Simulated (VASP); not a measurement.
# NiO2 (R-3m) in VASP: notebook, part 3 of 3

VASP 6.6.1. Earlier steps stand in the parts before.

### Step 7. Single point, PBEsol (16.55 Å³/atom)

This run uses another cell than the first one, of 16.55 Å³/atom.

Input file INCAR:

```
SYSTEM = NiO2
  PREC = Accurate
  ENCUT = 520
  EDIFF = 1E-6
  ISMEAR = 0
  SIGMA = 0.02
  LREAL = .False.
  LASPH = .True.
  NELM = 60
  ALGO = Normal
  ISIF = 2
  LWAVE = .False.
  LCHARG = .False.
  GGA = PS
  NBANDS = 18
```

Input file KPOINTS:

```
Automatic mesh
0
Gamma
  12 12 12
  0 0 0
```

Input file POSCAR:

```
NiO2
1.0
    1.3919950778      0.8036687329      7.3954557353
   -1.3919950778      0.8036687329      7.3954557353
    0.0000000000     -1.6073374658      7.3954557353
Ni O
1 2
Direct
    0.0000000000      0.0000000000      0.0000000000
    0.6246119966      0.6246119966      0.6246119966
    0.3753880034      0.3753880034      0.3753880034
```

Potentials or basis: VASP PAW PBE potentials, release 64 (Ni, O).

Launch:

```sh
cat potpaw_PBE.64/Ni/POTCAR potpaw_PBE.64/O/POTCAR > POTCAR
mpirun -np 1 vasp_std > vasp.out
```

OUTCAR:

```text
SYSTEM = NiO2
   PREC = Accurate
   ENCUT = 520
   EDIFF = 1E-6
   ISMEAR = 0
   LREAL = .False.
   LASPH = .True.
   NELM = 60
   ISIF = 2
   GGA = PS

 ion  position               nearest neighbor table
   1  0.000  0.000  0.000-   2 1.86   2 1.86   3 1.86   3 1.86   2 1.86   3 1.86
   2  0.625  0.625  0.625-   1 1.86   1 1.86   1 1.86
   3  0.375  0.375  0.375-   1 1.86   1 1.86   1 1.86

  LATTYP: Found a trigonal (rhomboedric) cell.
 ALAT       =     7.5681106798
 COS(alpha) =     0.9323402412

  Lattice vectors:

 A1 = (   1.3919950778,   0.8036687329,   7.3954557353)
 A2 = (  -1.3919950778,   0.8036687329,   7.3954557353)
 A3 = (   0.0000000000,  -1.6073374658,   7.3954557353)

Analysis of symmetry for initial positions (statically):
=====================================================================
 Subroutine PRICEL returns:
 Original cell was already a primitive cell.

 Routine SETGRP: Setting up the symmetry group for a
 trigonal (rhombohedral) supercell.

 Subroutine GETGRP returns: Found 12 space group operations
 (whereof 12 operations were pure point group operations)
 out of a pool of 12 trial point group operations.

The static configuration has the point symmetry D_3d.

Analysis of symmetry for dynamics (positions and initial velocities):
=====================================================================
 Subroutine PRICEL returns:
 Original cell was already a primitive cell.

 Routine SETGRP: Setting up the symmetry group for a
 trigonal (rhombohedral) supercell.

 Subroutine GETGRP returns: Found 12 space group operations
 (whereof 12 operations were pure point group operations)
 out of a pool of 12 trial point group operations.

The dynamic configuration has the point symmetry D_3d.

 Subroutine INISYM returns: Found 12 space group operations
 (whereof 12 operations are pure point group operations),
 and found     1 'primitive' translations

----------------------------------------------------------------------------------------

                                     Primitive cell

  volume of cell :      49.6399

  direct lattice vectors                    reciprocal lattice vectors
     1.391995078  0.803668733  7.395455735     0.359196672  0.207382296  0.045072724
    -1.391995078  0.803668733  7.395455735    -0.359196672  0.207382296  0.045072724
     0.000000000 -1.607337466  7.395455735     0.000000000 -0.414764591  0.045072724

  length of vectors
     7.568110680  7.568110680  7.568110680     0.417206443  0.417206443  0.417206443

  position of ions in fractional coordinates (direct lattice)
     0.000000000  0.000000000  0.000000000
     0.624611997  0.624611997  0.624611997
     0.375388003  0.375388003  0.375388003

  ion indices of the primitive-cell ions
   primitive index   ion index
                 1           1
                 2           2
                 3           3

----------------------------------------------------------------------------------------

 KPOINTS: Automatic mesh

Automatic generation of k-mesh.
 Grid dimensions read from file:
 generate k-points for:   12   12   12

 Generating k-lattice:

  Cartesian coordinates                     Fractional coordinates (reciprocal lattice)
     0.029933056  0.017281858  0.003756060     0.083333333  0.000000000  0.000000000
    -0.029933056  0.017281858  0.003756060     0.000000000  0.083333333  0.000000000
     0.000000000 -0.034563716  0.003756060     0.000000000  0.000000000  0.083333333

  Length of vectors
     0.034767204  0.034767204  0.034767204

  Shift w.r.t. Gamma in fractional coordinates (k-lattice)
     0.000000000  0.000000000  0.000000000

 Subroutine IBZKPT returns following result:
 ===========================================

 Found    189 irreducible k-points:

 Following reciprocal coordinates:
            Coordinates               Weight
  0.000000  0.000000  0.000000      1.000000
  0.083333  0.000000 -0.000000      6.000000
  0.166667  0.000000 -0.000000      6.000000
  0.250000  0.000000  0.000000      6.000000
  0.333333  0.000000 -0.000000      6.000000
  0.416667  0.000000  0.000000      6.000000
[... 16 lines left out ...]
  0.500000  0.166667 -0.000000     12.000000
 -0.416667  0.166667 -0.000000     12.000000
 [... further k-points ...]
   k-points           NKPTS =    189   k-points in BZ     NKDIM =    189   number of bands    NBANDS=     18
   number of dos      NEDOS =    301   number of ions     NIONS =      3
   total plane-waves  NPLWV = 175616
   dimension x,y,z NGX =    56 NGY =   56 NGZ =   56
   dimension x,y,z NGXF=   112 NGYF=  112 NGZF=  112
   ions per type =               1   2
   NGX,Y,Z   is equivalent  to a cutoff of  12.30, 12.30, 12.30 a.u.
   NGXF,Y,Z  is equivalent  to a cutoff of  24.60, 24.60, 24.60 a.u.
 SYSTEM =  NiO2
   PREC   = accura    normal or accurate (medium, high low for compatibility)
   ISTART =      0    job   : 0-new  1-cont  2-samecut
   ICHARG =      2    charge: 1-file 2-atom 10-const
   ISPIN  =      1    spin polarized calculation?
   LNONCOLLINEAR =      F non collinear calculations
   LSORBIT =      F    spin-orbit coupling
   LASPH  =      T    aspherical Exc in radial PAW
   ENCUT  =  520.0 eV  38.22 Ry    6.18 a.u.  14.07 14.07 14.07*2*pi/ulx,y,z
   NELM   =     60;   NELMIN=  2; NELMDL= -5     # of ELM steps
   EDIFF  = 0.1E-05   stopping-criterion for ELM
   LREAL  =      F    real-space projection
   EDIFFG = 0.1E-04   stopping-criterion for IOM
   NSW    =      0    number of steps for IOM
   IBRION =     -1    ionic relax: 0-MD 1-quasi-New 2-CG
   NFREE  =      0    steps in history (QN), initial steepest desc. (CG)
   ISIF   =      2    stress and relaxation
   ISYM   =      2    0-nonsym 1-usesym 2-fastsym
   POTIM  = 0.5000    time-step for ionic-motion
   TEBEG  =    0.0;   TEEND  =   0.0 temperature during run
   PSTRESS=    0.0 pullay stress
   NELECT =      22.0000    total number of electrons
   NUPDOWN=      -1.0000    fix difference up-down
   EMIN   =  10.00;   EMAX   =-10.00  energy-range for DOS
   EFERMI =   0.00;   METHOD = LEGACY
   ISMEAR =     0;   SIGMA  =   0.02  broadening in eV -4-tet -1-fermi 0-gaus
   EFERMI_NEDOS =   21; number of points for ismear=-14 and -15
   IALGO  =     38    algorithm
   IMIX   =      4    mixing-type and parameters
     AMIX     =   0.40;   BMIX     =  1.00
     AMIX_MAG =   1.60;   BMIX_MAG =  1.00
  volume/ion in A,a.u.               =      16.55       111.66
  Fermi-wavevector in a.u.,A,eV,Ry     =   1.248165  2.358690 21.196739  1.557916
  Thomas-Fermi vector in A             =   2.382264
   LORBIT       =      0    0 simple, 1 ext, 2 COOP (PROOUT), +10 PAW based schemes
   GGA     = PS    functional components
   LHFCALC =     F    Hartree Fock is set to
   AEXX    =    0.0000 exact exchange contribution
   IVDW    =     0    specifies the selected vdW correction
   LEPSILON=     F    determine dielectric tensor
   LRPA    =     F    only Hartree local field effects (RPA)
 non-spin polarized calculation
 Gauss-broadening in eV      SIGMA  =   0.02
  energy-cutoff  :      520.00
  volume of cell :       49.64
 maximum number of plane-waves:      1356
   NGX = 29   NGY = 29   NGZ = 29

 number of electron      21.9999990 magnetization

 Free energy of the ion-electron system (eV)
  ---------------------------------------------------
  ext. energy  EPLUGINS =         0.00000000
  ---------------------------------------------------
  free energy    TOTEN  =       -18.75715132 eV

  energy without entropy =      -18.75715132  energy(sigma->0) =      -18.75715132

 E-fermi :  -1.3183     XC(G=0):  -7.6332

 val. band max:       -1.4288728159   @ k =  -0.4167   0.5000   0.4167
 cond. band min:      -0.1560944457   @ k =   0.4167   0.4167   0.1667
 fundamental gap:      1.2727783702
 Fermi energy:        -1.3183349587

 k-point     1 :       0.0000    0.0000    0.0000
  band No.  band energies     occupation
      1     -20.9613      2.00000
      2     -18.4898      2.00000
      3      -6.9561      2.00000
      4      -6.9561      2.00000
      5      -6.8122      2.00000
      6      -3.4657      2.00000
[... 10 lines left out ...]
     17      11.4291      0.00000
     18      17.1373      0.00000
[... 466 lines left out ...]
      2     -18.8396      2.00000
      3      -7.7164      2.00000
      4      -6.7815      2.00000
      5      -5.4100      2.00000
      6      -5.3281      2.00000
[... 10 lines left out ...]
     17      13.3625      0.00000
     18      14.1005      0.00000

 [... further k-points ...]

------------------------ aborting loop because EDIFF is reached ----------------------------------------

  FORCE on cell =-STRESS in cart. coord.  units (eV):
  Direction    XX          YY          ZZ          XY          YZ          ZX
  --------------------------------------------------------------------------------------
  -------------------------------------------------------------------------------------
  Total        0.1495962      0.1495962      0.0705006      0.0000000      0.0000000     -0.0000000
  in kB        4.8283661      4.8283661      2.2754778      0.0000000      0.0000000     -0.0000000
  external PRESSURE =       3.9774033 kB  Pullay stress =       0.0000000 kB

 VOLUME and BASIS-vectors are now :
 -----------------------------------------------------------------------------
  energy-cutoff  :      520.00
  volume of cell :       49.64
      direct lattice vectors                 reciprocal lattice vectors
     1.391995078  0.803668733  7.395455735     0.359196672  0.207382296  0.045072724
    -1.391995078  0.803668733  7.395455735    -0.359196672  0.207382296  0.045072724
     0.000000000 -1.607337466  7.395455735     0.000000000 -0.414764591  0.045072724

 POSITION                                       TOTAL-FORCE (eV/Angst)
 -----------------------------------------------------------------------------------
      0.00000      0.00000      0.00000         0.000000      0.000000      0.000000
      0.00000      0.00000     13.85787         0.000000      0.000000     -0.066018
      0.00000      0.00000      8.32850         0.000000     -0.000000      0.066018
 -----------------------------------------------------------------------------------
    total drift:                                0.000000      0.000000      0.000000

  FREE ENERGIE OF THE ION-ELECTRON SYSTEM (eV)
  ---------------------------------------------------
  free  energy   TOTEN  =       -18.7571513235 eV

  energy  without entropy=      -18.7571513235  energy(sigma->0) =      -18.75715132
```

OSZICAR:

```text
N       E                     dE             d eps       ncg     rms          rms(c)
DAV:   1     0.176221738509E+03    0.17622E+03   -0.11001E+04  6822   0.128E+03
DAV:   2    -0.748778715093E+01   -0.18371E+03   -0.17010E+03  7630   0.304E+02
DAV:   3    -0.261416842793E+02   -0.18654E+02   -0.18435E+02  8000   0.112E+02
DAV:   4    -0.264415428268E+02   -0.29986E+00   -0.29952E+00  8466   0.153E+01
DAV:   5    -0.264468501320E+02   -0.53073E-02   -0.53062E-02  8328   0.190E+00    0.281E+01
DAV:   6    -0.321569996614E+02   -0.57101E+01   -0.57114E+01  8334   0.171E+02    0.462E+01
DAV:   7    -0.191971323997E+02    0.12960E+02   -0.18740E+01  8382   0.996E+01    0.863E+00
DAV:   8    -0.188063999657E+02    0.39073E+00   -0.37418E+00 10076   0.426E+01    0.464E+00
DAV:   9    -0.188589207322E+02   -0.52521E-01   -0.97449E-01  9370   0.261E+01    0.286E+00
DAV:  10    -0.187713635996E+02    0.87557E-01   -0.14035E-01  8018   0.962E+00    0.960E-01
DAV:  11    -0.187572963123E+02    0.14067E-01   -0.31208E-02  9474   0.420E+00    0.180E-01
DAV:  12    -0.187571970718E+02    0.99240E-04   -0.48281E-03  8576   0.640E-01    0.603E-02
DAV:  13    -0.187572276250E+02   -0.30553E-04   -0.13798E-04  7998   0.191E-01    0.777E-02
DAV:  14    -0.187571517892E+02    0.75836E-04   -0.19339E-04  9038   0.430E-01    0.110E-02
DAV:  15    -0.187571512244E+02    0.56478E-06   -0.16731E-05  7466   0.867E-02    0.716E-03
DAV:  16    -0.187571513235E+02   -0.99055E-07   -0.36451E-06  7194   0.307E-02
   1 F= -.18757151E+02 E0= -.18757151E+02  d E =-.669140E-17
```

stdout:

```text
POSCAR found type information on POSCAR NiO
 POSCAR found :  2 types and       3 ions
 scaLAPACK will be used
 -----------------------------------------------------------------------------
|                                                                             |
|                                                                             |
|     You enforced a specific xc type in the INCAR file but a different       |
|     I HOPE YOU KNOW WHAT YOU ARE DOING!                                     |
|                                                                             |
 -----------------------------------------------------------------------------

 LDA part: xc-table for (Slater+PW92), standard interpolation
 POSCAR, INCAR and KPOINTS ok, starting setup
 FFT: planning ... GRIDC
 FFT: planning ... GRID_SOFT
 FFT: planning ... GRID
 WAVECAR not read
 entering main loop
```

It took 29 min on 1 thread of Intel Xeon Platinum 8259CL at 2.50GHz (Skylake/Cascade Lake), shared host; peak memory 0.51 GiB.

What came out:

| Property | Result |
| --- | --- |
| Free energy | -18.7572 eV |
| Pressure | 0.4 GPa |
| Largest force | 0.066 eV/Å |
| Band gap on the k mesh | 1.27 eV (least direct gap 1.50 eV) |

Forces in eV/Å, atoms in the order of the input:
```
Ni   0.000  0.000  0.000
O    0.000  0.000 -0.066
O    0.000  0.000  0.066
```

Stress tensor (GPa, compression positive):
```
0.48 0.00 0.00
0.00 0.48 0.00
0.00 0.00 0.23
```

Levels at points of the mesh, in eV from the valence-band top:
```
           k point  band 9  band 10  band 11  band 12  band 13  band 14
(0.00, 0.00, 0.00)   -0.94    -0.94    -0.08     2.44     2.44     7.01
(0.50, 0.00, 0.00)   -1.64    -1.55    -0.92     1.77     2.33    12.24
(0.50, 0.50, 0.00)   -1.64    -1.55    -0.92     1.76     2.33    12.43
(0.50, 0.50, 0.50)   -0.94    -0.94    -0.07     2.44     2.44     7.62
```

Caveat: the PAW data sets were made with another functional, which shifts forces and pressure a little; the run has no spin polarisation, though such a crystal can be magnetic. Spin polarisation is off, so any magnetic state and its effect on volume and gap are missing.

### Step 8. The runs side by side

| cell | gap on the mesh (eV) | pressure (GPa) | largest force (eV/Å) |
| --- | --- | --- | --- |
| a = 6.757 Å, angles 23.8°, 3 atoms, atomic positions A | 1.25 | 0.5 | 0.06 |
| a = 6.961 Å, angles 23.1°, 3 atoms, atomic positions B | 1.26 | 0.5 | 0.06 |
| a = 7.162 Å, angles 22.4°, 3 atoms, atomic positions C | 1.27 | 0.5 | 0.06 |
| a = 7.364 Å, angles 21.8°, 3 atoms, atomic positions D | 1.27 | 0.4 | 0.07 |
| a = 7.568 Å, angles 21.2°, 3 atoms, atomic positions E | 1.27 | 0.4 | 0.07 |

Alike in all rows: task single point; level PBEsol; potentials or basis VASP PAW PBE potentials, release 64 (Ni, O); no spin polarisation; k mesh 12 × 12 × 12; cutoff (eV) 520; smearing gaussian 0.02 eV.

Caveats: the PAW data sets were made with another functional, which shifts forces and pressure a little; the run has no spin polarisation, though such a crystal can be magnetic.

Absolute energies hang on the potentials; compare differences alone.
